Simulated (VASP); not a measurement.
Wanted: the native input for a VASP 6.6.1 run.

* Task: single point
* Functional: PBE
* Potentials or basis: VASP PAW PBE potentials, release 64 (Zn, O)
* Cutoff: 520 eV
* k mesh: 3 × 3 × 3
* Occupations: gaussian, width 0.01 eV
* Spin: no spin polarisation
* Dipole correction: no
* Further INCAR settings: ALGO = Normal; EDIFF = 1e-06; NBANDS = 66

The structure of ZnO lies in POSCAR:

```
ZnO
1.0
    0.0000000000      0.0000000000      5.2932332175
    4.9190861938      2.8400357381      0.0000000000
   -4.9190861938      2.8400357382      0.0000000000
Zn O
6 6
Direct
    0.5006044103      0.3333333333      1.0000000000
    0.5006044103      0.6666666667      0.6666666667
    0.5006044103      0.0000000000      0.3333333333
    0.0006044103      0.3333333333      0.3333333333
    0.0006044103      0.6666666667      1.0000000000
    0.0006044103      0.0000000000      0.6666666667
    0.8797055897      0.3333333333      1.0000000000
    0.8797055897      0.6666666667      0.6666666667
    0.8797055897      0.0000000000      0.3333333333
    0.3797055897      0.3333333333      0.3333333333
    0.3797055897      0.6666666667      1.0000000000
    0.3797055897      0.0000000000      0.6666666667
```

The input as run:

INCAR

```
ALGO     = Normal         # electronic algorithm
EDIFF    = 1E-6           # SCF threshold, eV
ENCUT    = 520            # plane-wave cutoff, eV
GGA      = PE             # functional
ISIF     = 2              # what is computed and relaxed
ISMEAR   = 0              # smearing method
LASPH    = True           # aspherical terms in the spheres
LCHARG   = True           # write CHGCAR
LELF     = True           # ELF
LREAL    = False          # projectors in reciprocal space
LVHAR    = True         
LWAVE    = False          # write WAVECAR
NBANDS   = 66             # bands
NELM     = 80             # most SCF steps
PREC     = Accurate       # precision mode
SIGMA    = 0.01           # smearing width, eV
```

KPOINTS

```
k-points
0
Gamma
  3 3 3
```

Potentials or basis: VASP PAW PBE potentials, release 64 (Zn, O).

The run is started by

```console
$ cat potpaw_PBE.64/Zn/POTCAR potpaw_PBE.64/O/POTCAR > POTCAR
$ mpirun -np 1 vasp_std > vasp.out
```

It gave:

```yaml
Pressure: 0.9 GPa
Band_gap_on_the_k_mesh: 0.73 eV
```

Caveat: the k points lie up to 0.43 Å⁻¹ apart.

It took 52 s on 1 thread of AMD EPYC 9R14 (Zen 4), with other jobs on the host, peak memory 0.22 GiB.
